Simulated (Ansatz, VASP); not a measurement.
One calculation of InFe2B, two programs

```xyz
4
Lattice="3.8361 0.0000 0.0000 0.0000 3.8361 0.0000 0.0000 0.0000 3.9624" Properties=species:S:1:pos:R:3 pbc="T T T"
In    1.9181    1.9181    1.9812
Fe    1.9181    0.0000    0.0000
Fe    0.0000    1.9181    0.0000
B     0.0000    0.0000    0.0000
```

Alike in both runs: functional PBE; k mesh 4 × 4 × 4; occupations gaussian, width 0.1 eV; collinear spin.

Ansatz relaxed the structure, and its values are those at the end. VASP's run is a single point on that final structure, the one shown.

```csv
,VASP,Ansatz
version,VASP 6.6.1,Ansatz 0.2.0
potentials or method,"VASP PAW PBE potentials, release 64 (In_d, Fe_sv, B), cutoff 690 eV","scalar-relativistic, plane waves, PAW"
valence electrons in the cell,48,48
```

|  | VASP | Ansatz | Ansatz less VASP |
| --- | --- | --- | --- |
| gap on the k mesh at the Fermi level (eV) | none | none | - |
| pressure (GPa) | -0.4 | 0.1 | +0.54 |
| net moment per atom (μB) | 0.78 | 0.78 | -0.001 |
| size of the moment on the site where the two differ most (μB) | 1.68 | 1.58 | -0.099 |

Site moments also hang on the region over which each program counts them. A gap of «none» marks a metal or a gap that the smearing closes.

The k mesh is coarse, so the values compare programs but aren't converged.
